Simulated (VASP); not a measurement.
Here is a VASP 6.6.1 calculation.

Contents of INCAR:

```
ALGO = Normal
EDIFF = 1E-6
ENCUT = 520
GGA = PE
ISIF = 2
ISMEAR = 0
LASPH = T
LCHARG = F
LREAL = F
LWAVE = F
NBANDS = 31
NELM = 100
PREC = Accurate
SIGMA = 0.1
```

The input KPOINTS:

```
k-points
0
Gamma
  8 8 8
```

The input POSCAR:

```
MgCd2O3
1.0
   -1.6425940000      1.6425940000      6.9236359000
    1.6425940000     -1.6425940000      6.9236359000
    1.6425940000      1.6425940000     -6.9236359000
Mg Cd O
1 2 3
Direct
    0.5000000000      0.5000000000      0.0000000000
    0.8346050000      0.8346050000      0.0000000000
    0.1653950000      0.1653950000      0.0000000000
    0.0000000000      0.0000000000      0.0000000000
    0.6561900000      0.6561900000      0.0000000000
    0.3438100000      0.3438100000      0.0000000000
```

Potentials or basis: VASP PAW PBE potentials, release 64 (Mg, Cd, O).

Command:

```bash
$ cat potpaw_PBE.64/Mg/POTCAR potpaw_PBE.64/Cd/POTCAR potpaw_PBE.64/O/POTCAR > POTCAR
$ mpirun -np 1 vasp_std > vasp.out
```

(1) Predict the largest force.

(2) Predict the pressure.

(3) What does it give for the band gap on the k mesh?

Answers

(1) 0.042 eV/Å.

(2) 0.9 GPa.

(3) 0.28 eV, indirect (least direct gap 1.16 eV).
